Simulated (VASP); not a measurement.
# Ti7C8N7: single point with PBE

The system is Ti7C8N7.

```xyz
22
Lattice="6.0764 0.0252 -0.0498 0.0252 5.7832 -0.0554 -0.0498 -0.0554 6.0055" Properties=species:S:1:pos:R:3 pbc="T T T"
C     4.0845    2.3431    3.8283
C     5.7584    0.8514    2.9412
C     4.0646    3.3552    7.4351
C    -0.9021    0.4161   -1.0868
C     1.2311    0.2384    6.9253
C     0.6974    2.0033    3.5323
C     2.0259    2.2735    3.3202
C     6.3567    0.0008    1.9438
Ti    5.8880    2.0308    1.3042
Ti    1.1163    3.7113    4.6949
Ti    3.5977    4.7367    5.3074
Ti    4.3893    4.8327    2.6030
Ti    1.3220    6.4616    4.8420
Ti    3.0901    1.8960    0.7927
Ti    2.0034    4.2427    1.9757
N     4.5937    1.4492    2.7037
N     2.1873   -0.3847    3.9065
N     1.0471    3.2990    6.8003
N     5.1274    1.3279   -0.2558
N     2.9563    2.0539    4.4062
N    -1.3840    3.5195    4.2156
N     2.8129   -0.0281    1.1894
```

```
Program             : VASP 6.6.1
Task                : single point
Functional          : PBE
Potentials or basis : VASP PAW PBE potentials, release 64 (C, Ti_sv, N)
Cutoff              : 520 eV
k mesh              : 1 × 1 × 1, shifted
Occupations         : fermi-dirac, width 0.3447 eV
Spin                : no spin polarisation
```

* Pressure: 15.8 GPa
* Largest force: 6.604 eV/Å
* Band gap on the k mesh: zero (an odd number of electrons rules out a gap without spin polarisation)

Forces in eV/Å, atoms in the order of the input:
```
C    5.275  2.070 -1.363
C    5.096  1.295  2.751
C   -0.421  0.820 -1.648
C    0.020 -3.007  0.178
C    0.818 -0.090  1.917
C   -1.584  0.271 -1.206
C    0.498  0.748 -1.728
C   -1.156 -0.757 -0.945
Ti   0.763  2.508 -1.363
Ti  -1.790 -1.043  1.049
Ti   0.611  0.499  2.351
Ti   2.310  2.867  0.497
Ti  -2.386  2.980  2.553
Ti  -0.956 -0.130  0.235
Ti  -0.053 -0.086  2.085
N   -4.994  0.977  1.617
N    3.104 -5.730 -1.069
N   -0.064 -2.196 -4.101
N   -0.689 -0.273 -0.414
N   -3.454  0.370  1.437
N   -0.124 -2.044 -1.300
N   -0.824 -0.049 -1.533
```

Stress tensor (GPa, compression positive):
```
13.81  4.94  6.39
 4.94 20.69  0.03
 6.39  0.03 12.78
```

Levels at points of the mesh, in eV from the Fermi level:
| k point | band 74 | band 75 | band 76 | band 77 | band 78 | band 79 |
| --- | --- | --- | --- | --- | --- | --- |
| (0.25, 0.25, 0.25) | -0.47 | -0.23 | -0.02 | 0.33 | 0.57 | 0.73 |

Wall time 2.8 min on 1 thread of Intel Xeon 8259CL (shared host), peak memory 0.32 GiB.

Caveat: the k points lie up to 1.09 Å⁻¹ apart, too coarse for converged energies and pressures of a metal; the atoms stand as in a frame of molecular dynamics; so wide a smearing shifts energies and pressures; an odd number of electrons without spin polarisation forces a metal; a magnetic or distorted state may lie lower.
